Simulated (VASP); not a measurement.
Write the native input for VASP 6.6.1 that does the following.

- Task: single point
- Functional: LDA
- Potentials or basis: VASP PAW LDA potentials, release 64 (Al)
- Cutoff: 520 eV
- k mesh: 18 × 18 × 10
- Occupations: gaussian, width 0.15 eV
- Spin: no spin polarisation
- Dipole correction: no
- Further INCAR settings: ALGO = Normal; EDIFF = 1e-06; NBANDS = 10

The structure of Al lies in POSCAR:

```
Al
1.0
    2.9006000000      0.0000000000      0.0000000000
   -1.4503000000      2.5119932862      0.0000000000
    0.0000000000      0.0000000000      4.7800000000
Al
2
Direct
    0.6666666667      0.3333333333      0.7500000000
    0.3333333333      0.6666666667      0.2500000000
```

These files were run (other wordings do the same):

INCAR

```
ALGO = Normal
EDIFF = 1E-6
ENCUT = 520
GGA = CA
ISIF = 2
ISMEAR = 0
LASPH = True
LCHARG = False
LREAL = False
LWAVE = False
NBANDS = 10
NELM = 80
PREC = Accurate
SIGMA = 0.15
```

KPOINTS

```
k-points
0
Gamma
  18 18 10
```

Potentials or basis: VASP PAW LDA potentials, release 64 (Al).

The run is started by

```console
$ cat potpaw_LDA.64/Al/POTCAR > POTCAR
$ mpirun -np 1 vasp_std > vasp.out
```

Results of the run:

```
Pressure               : -5.8 GPa
Band gap on the k mesh : zero (band 3 reaches 11.21 eV, above the bottom of band 4 at 4.10 eV)
```

It used 32 s of CPU time on 1 thread of AMD EPYC 7R13 Processor (Zen 3), with other jobs on the host.
